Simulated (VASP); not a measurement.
# Mo (C2/m) in VASP: notebook

Runs on Mo. Level: LDA. Tasks: single point.

All numbers are computed with VASP 6.6.1; they aren't measurements. Logs are shortened: lines on timing, memory, paths and dates and some standing lists are left out, and cuts for length are marked.

## Step 1: The cell of the first run

It takes space group C2/m (No. 12, monoclinic). Conventional cell: a = 4.893 Å, b = 2.825 Å, c = 4.577 Å, α = 90.00°, β = 90.00°, γ = 90.00°. Mo (site symmetry m) has 3 Mo at 1.97 to 2.50 Å within 2.6 Å.

## Step 2: Single point, LDA (shortest bond scaled by 0.7)

INCAR

```
SYSTEM = Mo
PREC = Accurate
ENCUT = 520
EDIFF = 1E-6
ISMEAR = -1
SIGMA = 0.05
LREAL = .False.
LASPH = .True.
NELM = 100
ALGO = Normal
ISIF = 2
LWAVE = .False.
LCHARG = .True.
GGA = CA
LELF = .True.
LVHAR = .True.
NBANDS = 21
```

KPOINTS

```
regular mesh
0
Gamma
  12 12 7
  0 0 0
```

POSCAR

```
Mo
1.0
    2.8252342238      0.0000000000      0.0000000000
   -1.4126171119      2.4467246095      0.0000000000
    0.0000000000      0.0000000000      4.5768794426
Mo
2
Direct
    0.2333333333      0.6166666667      0.1750000000
    0.7666666667      0.3833333333      0.8250000000
```

Potentials or basis: VASP PAW LDA potentials, release 64 (Mo_sv).

Launch:

```
$ cat potpaw_LDA.64/Mo_sv/POTCAR > POTCAR
$ mpirun -np 1 vasp_std > vasp.out
```

OUTCAR:

```text
SYSTEM = Mo
   PREC = Accurate
   ENCUT = 520
   EDIFF = 1E-6
   ISMEAR = -1
   LREAL = .False.
   LASPH = .True.
   NELM = 100
   ISIF = 2
   GGA = CA

 ion  position               nearest neighbor table
   1  0.233  0.617  0.175-   2 1.97   2 2.50   2 2.50   2 3.19   2 3.44   2 3.44
   2  0.767  0.383  0.825-   1 1.97   1 2.50   1 2.50   1 3.19   1 3.44   1 3.44

  LATTYP: Found a hexagonal cell.
 ALAT       =     2.8252342238
 C/A-ratio  =     1.6200000000

  Lattice vectors:

 A1 = (   2.8252342238,   0.0000000000,   0.0000000000)
 A2 = (  -1.4126171119,   2.4467246095,   0.0000000000)
 A3 = (   0.0000000000,   0.0000000000,   4.5768794426)

Analysis of symmetry for initial positions (statically):
=====================================================================
 Subroutine PRICEL returns:
 Original cell was already a primitive cell.

 Routine SETGRP: Setting up the symmetry group for a
 hexagonal supercell.

 Subroutine GETGRP returns: Found  4 space group operations
 (whereof  4 operations were pure point group operations)
 out of a pool of 24 trial point group operations.

The static configuration has the point symmetry C_2h.

Analysis of symmetry for dynamics (positions and initial velocities):
=====================================================================
 Subroutine PRICEL returns:
 Original cell was already a primitive cell.

 Routine SETGRP: Setting up the symmetry group for a
 hexagonal supercell.

 Subroutine GETGRP returns: Found  4 space group operations
 (whereof  4 operations were pure point group operations)
 out of a pool of 24 trial point group operations.

The dynamic configuration has the point symmetry C_2h.

 Subroutine INISYM returns: Found  4 space group operations
 (whereof  4 operations are pure point group operations),
 and found     1 'primitive' translations

----------------------------------------------------------------------------------------

                                     Primitive cell

  volume of cell :      31.6380

  direct lattice vectors                    reciprocal lattice vectors
     2.825234224  0.000000000  0.000000000     0.353952954  0.204354833  0.000000000
    -1.412617112  2.446724609  0.000000000     0.000000000  0.408709667  0.000000000
     0.000000000  0.000000000  4.576879443     0.000000000  0.000000000  0.218489478

  length of vectors
     2.825234224  2.825234224  4.576879443     0.408709667  0.408709667  0.218489478

  position of ions in fractional coordinates (direct lattice)
     0.233333333  0.616666667  0.175000000
     0.766666667  0.383333333  0.825000000

  ion indices of the primitive-cell ions
   primitive index   ion index
                 1           1
                 2           2

----------------------------------------------------------------------------------------

 KPOINTS: regular mesh

Automatic generation of k-mesh.
 Grid dimensions read from file:
 generate k-points for:   12   12    7

 Generating k-lattice:

  Cartesian coordinates                     Fractional coordinates (reciprocal lattice)
     0.029496080  0.017029569  0.000000000     0.083333333  0.000000000  0.000000000
     0.000000000  0.034059139  0.000000000     0.000000000  0.083333333  0.000000000
     0.000000000  0.000000000  0.031212783     0.000000000  0.000000000  0.142857143

  Length of vectors
     0.034059139  0.034059139  0.031212783

  Shift w.r.t. Gamma in fractional coordinates (k-lattice)
     0.000000000  0.000000000  0.000000000

 Subroutine IBZKPT returns following result:
 ===========================================

 Found    277 irreducible k-points:

 Following reciprocal coordinates:
            Coordinates               Weight
  0.000000  0.000000  0.000000      1.000000
  0.083333  0.000000  0.000000      2.000000
  0.000000  0.083333  0.000000      4.000000
  0.166667  0.000000  0.000000      2.000000
  0.000000  0.166667  0.000000      4.000000
  0.250000  0.000000  0.000000      2.000000
[... 16 lines left out ...]
 -0.083333  0.416667  0.000000      4.000000
 -0.416667  0.333333  0.000000      4.000000
 [... further k-points ...]
   k-points           NKPTS =    277   k-points in BZ     NKDIM =    277   number of bands    NBANDS=     21
   number of dos      NEDOS =    301   number of ions     NIONS =      2
   total plane-waves  NPLWV =  20736
   dimension x,y,z NGX =    24 NGY =   24 NGZ =   36
   dimension x,y,z NGXF=    48 NGYF=   48 NGZF=   72
   ions per type =               2
   NGX,Y,Z   is equivalent  to a cutoff of  14.12, 14.12, 13.08 a.u.
   NGXF,Y,Z  is equivalent  to a cutoff of  28.24, 28.24, 26.15 a.u.
 SYSTEM =  Mo
   PREC   = accura    normal or accurate (medium, high low for compatibility)
   ISTART =      0    job   : 0-new  1-cont  2-samecut
   ICHARG =      2    charge: 1-file 2-atom 10-const
   ISPIN  =      1    spin polarized calculation?
   LNONCOLLINEAR =      F non collinear calculations
   LSORBIT =      F    spin-orbit coupling
   LASPH  =      T    aspherical Exc in radial PAW
   ENCUT  =  520.0 eV  38.22 Ry    6.18 a.u.   5.25  5.25  8.51*2*pi/ulx,y,z
   NELM   =    100;   NELMIN=  2; NELMDL= -5     # of ELM steps
   EDIFF  = 0.1E-05   stopping-criterion for ELM
   LREAL  =      F    real-space projection
   EDIFFG = 0.1E-04   stopping-criterion for IOM
   NSW    =      0    number of steps for IOM
   IBRION =     -1    ionic relax: 0-MD 1-quasi-New 2-CG
   NFREE  =      0    steps in history (QN), initial steepest desc. (CG)
   ISIF   =      2    stress and relaxation
   ISYM   =      2    0-nonsym 1-usesym 2-fastsym
   POTIM  = 0.5000    time-step for ionic-motion
   TEBEG  =    0.0;   TEEND  =   0.0 temperature during run
   PSTRESS=    0.0 pullay stress
   NELECT =      28.0000    total number of electrons
   NUPDOWN=      -1.0000    fix difference up-down
   EMIN   =  10.00;   EMAX   =-10.00  energy-range for DOS
   EFERMI =   0.00;   METHOD = LEGACY
   ISMEAR =    -1;   SIGMA  =   0.05  broadening in eV -4-tet -1-fermi 0-gaus
   EFERMI_NEDOS =   21; number of points for ismear=-14 and -15
   IALGO  =     38    algorithm
   IMIX   =      4    mixing-type and parameters
     AMIX     =   0.40;   BMIX     =  1.00
     AMIX_MAG =   1.60;   BMIX_MAG =  1.00
  volume/ion in A,a.u.               =      15.82       106.75
  Fermi-wavevector in a.u.,A,eV,Ry     =   1.571778  2.970229 33.612998  2.470486
  Thomas-Fermi vector in A             =   2.673311
   LORBIT       =      0    0 simple, 1 ext, 2 COOP (PROOUT), +10 PAW based schemes
   GGA     = CA    functional components
   LHFCALC =     F    Hartree Fock is set to
   AEXX    =    0.0000 exact exchange contribution
   IVDW    =     0    specifies the selected vdW correction
   LEPSILON=     F    determine dielectric tensor
   LRPA    =     F    only Hartree local field effects (RPA)
 non-spin polarized calculation
  energy-cutoff  :      520.00
  volume of cell :       31.64
 maximum number of plane-waves:       868
 NGX is ok and might be reduce to    24
   NGX = 11   NGY = 11   NGZ = 17

 number of electron      27.9999999 magnetization

 Free energy of the ion-electron system (eV)
  ---------------------------------------------------
  ext. energy  EPLUGINS =         0.00000000
  ---------------------------------------------------
  free energy    TOTEN  =       -20.56744252 eV

  energy without entropy =      -20.55097432  energy(sigma->0) =      -20.55920842

 E-fermi :  12.1382     XC(G=0): -13.1999

 val. band max:       12.1294916129   @ k =  -0.2500  -0.0833   0.4286
 cond. band min:      12.1388211380   @ k =   0.4167  -0.0000   0.0000
 fundamental gap:      0.0093295251
 Fermi energy:        12.1382149871

 k-point     1 :       0.0000    0.0000    0.0000
  band No.  band energies     occupation
      1     -49.4137      2.00000
      2     -47.6607      2.00000
      3     -25.4088      2.00000
      4     -22.6103      2.00000
      5     -22.2982      2.00000
      6     -22.2823      2.00000
[... 13 lines left out ...]
     20      17.5201      0.00000
     21      20.2691      0.00000

 k-point     2 :       0.0833    0.0000    0.0000
  band No.  band energies     occupation
      1     -49.3868      2.00000
      2     -47.6670      2.00000
      3     -25.4230      2.00000
      4     -22.8227      2.00000
      5     -22.3868      2.00000
      6     -22.1785      2.00000
[... 13 lines left out ...]
     20      18.3287      0.00000
     21      20.8136      0.00000

 k-point     3 :       0.0000    0.0833    0.0000
  band No.  band energies     occupation
      1     -49.3939      2.00000
      2     -47.6596      2.00000
      3     -25.4097      2.00000
      4     -22.7354      2.00000
      5     -22.3306      2.00000
      6     -22.3110      2.00000
[... 13 lines left out ...]
     20      18.4012      0.00000
     21      20.3955      0.00000

 k-point     4 :       0.1667    0.0000    0.0000
  band No.  band energies     occupation
      1     -49.3110      2.00000
      2     -47.6866      2.00000
      3     -25.4693      2.00000
      4     -23.1861      2.00000
      5     -22.5642      2.00000
      6     -22.0990      2.00000
[... 13 lines left out ...]
     20      19.4999      0.00000
     21      21.8756      0.00000

 k-point     5 :       0.0000    0.1667    0.0000
  band No.  band energies     occupation
      1     -49.3390      2.00000
      2     -47.6574      2.00000
      3     -25.4148      2.00000
      4     -23.0529      2.00000
      5     -22.3902      2.00000
      6     -22.3687      2.00000
[... 13 lines left out ...]
     20      19.9314      0.00000
     21      20.7594      0.00000
[... 382 lines left out ...]
     20      21.7078      0.00000
     21      22.5031      0.00000

 k-point    22 :       0.3333    0.0833    0.0000
  band No.  band energies     occupation
      1     -49.0261      2.00000
      2     -47.7774      2.00000
      3     -25.6855      2.00000
      4     -23.9591      2.00000
      5     -23.0212      2.00000
      6     -22.0643      2.00000
[... 13 lines left out ...]
     20      20.8544      0.00000
     21      22.2997      0.00000

 k-point    23 :      -0.0833    0.4167    0.0000
  band No.  band energies     occupation
      1     -49.1475      2.00000
      2     -47.6511      2.00000
      3     -25.4428      2.00000
      4     -23.8634      2.00000
      5     -22.8781      2.00000
      6     -22.2957      2.00000
[... 13 lines left out ...]
     20      20.5817      0.00000
     21      22.5122      0.00000

 k-point    24 :      -0.4167    0.3333    0.0000
  band No.  band energies     occupation
      1     -49.1236      2.00000
      2     -47.6760      2.00000
      3     -25.4952      2.00000
      4     -23.9465      2.00000
      5     -22.7523      2.00000
      6     -22.3141      2.00000
[... 13 lines left out ...]
     20      21.4216      0.00000
     21      22.9325      0.00000

 [... further k-points ...]
[... 5 lines left out ...]
  --------------------------------------------------------------------------------------
  -------------------------------------------------------------------------------------
  Total       10.2763679      8.6327829     14.5678273      1.4233864      3.2211082      5.5791238
  in kB      520.4046932    437.1720424    737.7281323     72.0815901    163.1198744    282.5319450
  external PRESSURE =     565.1016226 kB  Pullay stress =       0.0000000 kB

 VOLUME and BASIS-vectors are now :
 -----------------------------------------------------------------------------
  energy-cutoff  :      520.00
  volume of cell :       31.64
      direct lattice vectors                 reciprocal lattice vectors
     2.825234224  0.000000000  0.000000000     0.353952954  0.204354833  0.000000000
    -1.412617112  2.446724609  0.000000000     0.000000000  0.408709667  0.000000000
     0.000000000  0.000000000  4.576879443     0.000000000  0.000000000  0.218489478

 POSITION                                       TOTAL-FORCE (eV/Angst)
 -----------------------------------------------------------------------------------
     -0.21189      1.50881      0.80095         3.893670      2.248011     11.291739
      1.62451      0.93791      3.77593        -3.893670     -2.248011    -11.291739
 -----------------------------------------------------------------------------------
    total drift:                               -0.000000      0.000000     -0.000000

  FREE ENERGIE OF THE ION-ELECTRON SYSTEM (eV)
  ---------------------------------------------------
  free  energy   TOTEN  =       -20.5674425158 eV

  energy  without entropy=      -20.5509743199  energy(sigma->0) =      -20.55920842
```

It took 75 s on 1 thread of Intel Xeon 6975P-C, shared host; peak memory 0.25 GiB.

What came out:

- Free energy: -20.5674 eV
- Pressure: 56.5 GPa
- Largest force: 12.154 eV/Å
- Band gap on the k mesh: zero (band 14 reaches 13.95 eV, above the bottom of band 15 at 10.97 eV)

Forces in eV/Å, atoms in the order of the input:
```
Mo    3.894   2.248  11.292
Mo   -3.894  -2.248 -11.292
```

Caveat: the cell differs from its parent crystal (shortest bond scaled by 0.7); forces of over 1 eV/Å act on the atoms, so gaps and moduli don't describe the material at rest.

## Step 3: Single point, LDA (shortest bond scaled by 0.7)

INCAR

```
ALGO = Normal ; EDIFF = 1E-6
ENCUT = 520 ; GGA = CA
ISIF = 2 ; ISMEAR = -1
LASPH = True ; LCHARG = False
LREAL = False ; LWAVE = False
NBANDS = 21 ; NELM = 80
PREC = Accurate ; SIGMA = 0.05
```

KPOINTS

```
k-points
0
Gamma
  12 12 7
```

POSCAR is that of step 2.

Potentials or basis: VASP PAW LDA potentials, release 64 (Mo_sv).

Launch:

```
$ cat potpaw_LDA.64/Mo_sv/POTCAR > POTCAR
$ mpirun -np 1 vasp_std > vasp.out
```

It took 79 s on 1 thread of Intel Xeon 6975P-C, shared host; peak memory 0.25 GiB.

Results (log left out):

* Free energy: -20.5674 eV
* Pressure: 56.5 GPa
* Largest force: 12.154 eV/Å
* Band gap on the k mesh: zero (band 14 reaches 13.95 eV, above the bottom of band 15 at 10.97 eV)

Forces on the atoms (eV/Å):
```
Mo    3.894   2.248  11.292
Mo   -3.894  -2.248 -11.292
```

Stress tensor (GPa, compression positive):
```
52.04  7.21 28.25
 7.21 43.72 16.31
28.25 16.31 73.77
```

Levels at points of the mesh, in eV from the Fermi level:
```
           k point  band 11  band 12  band 13  band 14  band 15  band 16  band 17  band 18
(0.00, 0.00, 0.00)    -3.57    -2.92    -2.63    -1.90    -0.16     1.01     2.99     3.85
(0.50, 0.00, 0.00)    -2.74    -2.11    -1.24    -0.44     0.35     2.05     4.04     5.01
(0.00, 0.50, 0.00)    -4.36    -2.09    -0.28    -0.08     2.17     2.39     3.69     3.76
```

Caveat: the cell differs from its parent crystal (shortest bond scaled by 0.7); forces of over 1 eV/Å act on the atoms, so gaps and moduli don't describe the material at rest.
